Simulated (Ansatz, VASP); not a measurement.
**One calculation of Zn, two programs**

```xyz
1
Lattice="0.0000 1.9648 1.9648 1.9648 0.0000 1.9648 1.9648 1.9648 0.0000" Properties=species:S:1:pos:R:3 pbc="T T T"
Zn    0.0000    0.0000    0.0000
```

Alike in both runs: functional LDA; k mesh 12 × 12 × 12; occupations fermi-dirac, width 0.05 eV; no spin polarisation.

|  | VASP | Ansatz |
| --- | --- | --- |
| version | VASP 6.6.1 | Ansatz 0.2.0 |
| potentials or method | VASP PAW LDA potentials, release 64 (Zn) | Ansatz PAW |
| plane-wave cutoff (eV) | 520 | 420 |
| valence electrons in the cell | 12 | 12 |
| task | single point | band structure |

|  | VASP | Ansatz | Ansatz less VASP |
| --- | --- | --- | --- |
| gap on the k mesh at the Fermi level (eV) | none | none | - |
| pressure (GPa) | -8.1 | -8.5 | -0.43 |

LDA's correlation is that of Perdew and Zunger in VASP and of Perdew and Wang (1992) in Ansatz. A gap of «none» marks a metal or a gap that the smearing closes.
